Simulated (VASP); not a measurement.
# Mn (Pm-3n) in VASP: single point with PBE

Aim: the single point of Mn with PBE.

All numbers are computed with VASP 6.6.1; they aren't measurements. Logs are shortened: lines on timing, memory, paths and dates and some standing lists are left out, and cuts for length are marked.

**1. The cell of the first run**

The structure is cubic, space group Pm-3n (No. 223). Conventional cell: a = 4.419 Å, b = 4.419 Å, c = 4.419 Å, α = 90.00°, β = 90.00°, γ = 90.00°. Within 3.3 Å of Mn (site symmetry m-3) lie 12 Mn at 2.47 Å. Within 2.9 Å of Mn (site symmetry -4m2) lie 14 Mn at 2.21 to 2.71 Å.

**2. Single point, PBE, collinear spin**

Contents of INCAR:

```
SYSTEM = Mn
ALGO = Normal
EDIFF = 1E-6
ENCUT = 500
GGA = PE
GGA_COMPAT = .FALSE.
ISIF = 2
ISMEAR = -1
ISPIN = 2
LASPH = .TRUE.
LCHARG = .FALSE.
LMAXMIX = 4
LORBIT = 11
LREAL = .FALSE.
LWAVE = .FALSE.
MAGMOM = -0.124 -0.124 -0.056 -0.056 -0.056 -0.056 -0.056 -0.056
NBANDS = 66
NELM = 200
PREC = Accurate
SIGMA = 0.05
```

Contents of KPOINTS:

```
k-points
0
G
  8 8 8
  0 0 0
```

Contents of POSCAR:

```
Mn
1.0
    4.4185143547      0.0000000000      0.0000000000
    0.0000000000      4.4185143547      0.0000000000
    0.0000000000      0.0000000000      4.4185143547
Mn
8
Direct
    0.0000000000      0.0000000000      1.0000000000
    0.5000000000      0.5000000000      0.5000000000
    0.2500000000      0.0000000000      0.5000000000
    0.7500000000      0.0000000000      0.5000000000
    0.5000000000      0.2500000000      0.0000000000
    0.5000000000      0.7500000000      0.0000000000
    1.0000000000      0.5000000000      0.2500000000
    1.0000000000      0.5000000000      0.7500000000
```

Potentials or basis: VASP PAW PBE potentials, release 64 (Mn_pv).

Started as:

```bash
$ cat potpaw_PBE.64/Mn_pv/POTCAR > POTCAR
$ mpirun -np 1 vasp_std > vasp.out
```

OUTCAR:

```text
SYSTEM = Mn
   EDIFF = 1E-6
   ENCUT = 500
   GGA = PE
   ISIF = 2
   ISMEAR = -1
   ISPIN = 2
   LASPH = .TRUE.
   LORBIT = 11
   LREAL = .FALSE.
   NELM = 200
   PREC = Accurate

 ion  position               nearest neighbor table
   1  0.000  0.000  0.000-   3 2.47   4 2.47   5 2.47   6 2.47   7 2.47   8 2.47   3 2.47   4 2.47
                             7 2.47   8 2.47   5 2.47   6 2.47
   2  0.500  0.500  0.500-   3 2.47   4 2.47   5 2.47   6 2.47   7 2.47   8 2.47   5 2.47   6 2.47
                             3 2.47   4 2.47   7 2.47   8 2.47
   3  0.250  0.000  0.500-   4 2.21   4 2.21   1 2.47   1 2.47   2 2.47   2 2.47   8 2.71   5 2.71
                             5 2.71   6 2.71   6 2.71   7 2.71   8 2.71   7 2.71
   4  0.750  0.000  0.500-   3 2.21   3 2.21   1 2.47   1 2.47   2 2.47   2 2.47   8 2.71   5 2.71
                             5 2.71   6 2.71   6 2.71   7 2.71   8 2.71   7 2.71
   5  0.500  0.250  0.000-   6 2.21   6 2.21   1 2.47   2 2.47   2 2.47   1 2.47   8 2.71   4 2.71
                             3 2.71   4 2.71   3 2.71   7 2.71   7 2.71   8 2.71
   6  0.500  0.750  0.000-   5 2.21   5 2.21   1 2.47   2 2.47   2 2.47   1 2.47   8 2.71   4 2.71
                             3 2.71   4 2.71   3 2.71   7 2.71   7 2.71   8 2.71
   7  0.000  0.500  0.250-   8 2.21   8 2.21   1 2.47   2 2.47   1 2.47   2 2.47   3 2.71   4 2.71
                             5 2.71   3 2.71   4 2.71   6 2.71   5 2.71   6 2.71
   8  0.000  0.500  0.750-   7 2.21   7 2.21   1 2.47   2 2.47   1 2.47   2 2.47   3 2.71   4 2.71
                             5 2.71   3 2.71   4 2.71   6 2.71   5 2.71   6 2.71

  LATTYP: Found a simple cubic cell.
 ALAT       =     4.4185143547

  Lattice vectors:

 A1 = (   4.4185143547,   0.0000000000,   0.0000000000)
 A2 = (   0.0000000000,   4.4185143547,   0.0000000000)
 A3 = (   0.0000000000,   0.0000000000,   4.4185143547)

Analysis of symmetry for initial positions (statically):
=====================================================================
 Subroutine PRICEL returns:
 Original cell was already a primitive cell.

 Routine SETGRP: Setting up the symmetry group for a
 simple cubic supercell.

 Subroutine GETGRP returns: Found 48 space group operations
 (whereof 24 operations were pure point group operations)
 out of a pool of 48 trial point group operations.

The static configuration has the point symmetry T_h .
 The point group associated with its full space group is O_h .

Analysis of symmetry for dynamics (positions and initial velocities):
=====================================================================
 Subroutine PRICEL returns:
 Original cell was already a primitive cell.

 Routine SETGRP: Setting up the symmetry group for a
 simple cubic supercell.

 Subroutine GETGRP returns: Found 48 space group operations
[... 179 lines left out ...]

 E-fermi :  10.6524     XC(G=0): -13.9920

 val. band max:       10.6462558889   @ k =   0.2500   0.0000   0.0000
 cond. band min:      10.6547669235   @ k =   0.3750   0.2500   0.2500
 fundamental gap:      0.0085110346
 Fermi energy:        10.6523821486

 spin component 1

 k-point     1 :       0.0000    0.0000    0.0000
  band No.  band energies     occupation
      1     -38.2125      1.00000
      2     -38.2125      1.00000
      3     -38.1213      1.00000
      4     -37.8800      1.00000
      5     -37.8800      1.00000
      6     -37.8800      1.00000
[... 1597 lines left out ...]
     63      11.8408      0.00000
     64      12.0096      0.00000

 [... further k-points ...]

 spin component 2

 k-point     1 :       0.0000    0.0000    0.0000
  band No.  band energies     occupation
      1     -38.2105      1.00000
      2     -38.2105      1.00000
      3     -38.1193      1.00000
      4     -37.8794      1.00000
      5     -37.8794      1.00000
      6     -37.8794      1.00000
[... 1597 lines left out ...]
     63      11.8408      0.00000
     64      12.0093      0.00000

 [... further k-points ...]

 [bands above 64 left out]

------------------------ aborting loop because EDIFF is reached ----------------------------------------

  FORCE on cell =-STRESS in cart. coord.  units (eV):
  Direction    XX          YY          ZZ          XY          YZ          ZX
  --------------------------------------------------------------------------------------
  -------------------------------------------------------------------------------------
  Total        0.0273731      0.0273731      0.0273731      0.0000000     -0.0000000     -0.0000000
  in kB        0.5084004      0.5084004      0.5084004      0.0000000     -0.0000000     -0.0000000
  external PRESSURE =       0.5084004 kB  Pullay stress =       0.0000000 kB

 VOLUME and BASIS-vectors are now :
 -----------------------------------------------------------------------------
  energy-cutoff  :      500.00
  volume of cell :       86.26
      direct lattice vectors                 reciprocal lattice vectors
     4.418514355  0.000000000  0.000000000     0.226320414  0.000000000  0.000000000
     0.000000000  4.418514355  0.000000000     0.000000000  0.226320414  0.000000000
     0.000000000  0.000000000  4.418514355     0.000000000  0.000000000  0.226320414

 POSITION                                       TOTAL-FORCE (eV/Angst)
 -----------------------------------------------------------------------------------
      0.00000      0.00000      0.00000         0.000000      0.000000     -0.000000
      2.20926      2.20926      2.20926         0.000000      0.000000     -0.000000
      1.10463      0.00000      2.20926         0.000000     -0.000000      0.000000
      3.31389      0.00000      2.20926        -0.000000     -0.000000     -0.000000
      2.20926      1.10463      0.00000        -0.000000      0.000000     -0.000000
      2.20926      3.31389      0.00000        -0.000000      0.000000      0.000000
      0.00000      2.20926      1.10463         0.000000      0.000000     -0.000000
      0.00000      2.20926      3.31389         0.000000      0.000000      0.000000
 -----------------------------------------------------------------------------------
    total drift:                                0.000000     -0.000000      0.000000

  FREE ENERGIE OF THE ION-ELECTRON SYSTEM (eV)
  ---------------------------------------------------
  free  energy   TOTEN  =       -71.5890607771 eV

  energy  without entropy=      -71.4613678250  energy(sigma->0) =      -71.52521430

 total charge

# of ion       s       p       d       tot
------------------------------------------
    1        0.431   6.423   5.159  12.013
    2        0.431   6.423   5.159  12.013
    3        0.419   6.404   5.164  11.988
    4        0.419   6.404   5.164  11.988
    5        0.419   6.404   5.164  11.988
    6        0.419   6.404   5.164  11.988
    7        0.419   6.404   5.164  11.988
    8        0.419   6.404   5.164  11.988
--------------------------------------------------
tot          3.378  51.270  41.304  95.951

 magnetization (x)

# of ion       s       p       d       tot
------------------------------------------
    1       -0.000  -0.000  -0.004  -0.004
    2       -0.000  -0.000  -0.004  -0.004
    3        0.000   0.000   0.002   0.002
    4        0.000   0.000   0.002   0.002
    5        0.000   0.000   0.002   0.002
    6        0.000   0.000   0.002   0.002
    7        0.000   0.000   0.002   0.002
    8        0.000   0.000   0.002   0.002
--------------------------------------------------
tot         -0.000  -0.000   0.004   0.004
```

OSZICAR:

```text
N       E                     dE             d eps       ncg     rms          rms(c)
DAV:   1     0.142018666733E+04    0.14202E+04   -0.55438E+04  9600   0.217E+03
DAV:   2     0.457383204163E+02   -0.13744E+04   -0.13315E+04  9240   0.636E+02
[... 13 lines left out ...]
DAV:  16    -0.715894144301E+02    0.64960E-03   -0.25111E-03 11102   0.233E-01    0.124E-01
DAV:  17    -0.715890015904E+02    0.41284E-03   -0.33349E-03 11582   0.251E-01    0.825E-02
DAV:  18    -0.715890511542E+02   -0.49564E-04   -0.41075E-04 12056   0.999E-02    0.412E-02
DAV:  19    -0.715890652571E+02   -0.14103E-04   -0.29992E-05 10056   0.315E-02    0.260E-02
DAV:  20    -0.715890606489E+02    0.46082E-05   -0.19017E-05  9032   0.236E-02    0.583E-03
DAV:  21    -0.715890607771E+02   -0.12822E-06   -0.10376E-06  5158   0.616E-03
   1 F= -.71589061E+02 E0= -.71525214E+02  d E =-.127693E+00  mag=     0.0033
```

stdout:

```text
POSCAR found type information on POSCAR Mn
 POSCAR found :  1 types and       8 ions
 scaLAPACK will be used
 LDA part: xc-table for (Slater+PW92), standard interpolation
 POSCAR, INCAR and KPOINTS ok, starting setup
 FFT: planning ... GRIDC
 FFT: planning ... GRID_SOFT
 FFT: planning ... GRID
 WAVECAR not read
 entering main loop
```

Wall time 6 min (1 thread of Intel Xeon Platinum 8259CL at 2.50GHz (Skylake/Cascade Lake), shared host); peak memory 0.37 GiB.

What came out:

| Property | Result |
| --- | --- |
| Free energy | -71.5891 eV |
| Pressure | 0.1 GPa |
| Band gap on the k mesh | zero (filled and empty bands overlap) |
| Net moment | 0.00 μB per cell |
| Valence electrons inside the program's atomic spheres | Mn 12.01, 11.99 (each value once) |

Levels at points of the mesh, in eV from the Fermi level:
Spin up:
```
           k point  band 50  band 51  band 52  band 53  band 54  band 55
(0.00, 0.00, 0.00)     0.02     0.02     0.02     0.08     0.08     0.08
(0.50, 0.00, 0.00)    -0.42    -0.41    -0.41    -0.16    -0.16     0.30
(0.50, 0.50, 0.00)    -0.69    -0.53    -0.11     0.21     0.37     0.39
(0.50, 0.50, 0.50)    -0.08    -0.08    -0.08    -0.08    -0.08     0.91
```
Spin down:
```
           k point  band 50  band 51  band 52  band 53  band 54  band 55
(0.00, 0.00, 0.00)     0.02     0.02     0.02     0.09     0.09     0.09
(0.50, 0.00, 0.00)    -0.41    -0.41    -0.41    -0.16    -0.16     0.30
(0.50, 0.50, 0.00)    -0.68    -0.53    -0.11     0.21     0.37     0.39
(0.50, 0.50, 0.50)    -0.08    -0.08    -0.08    -0.08    -0.08     0.91
```
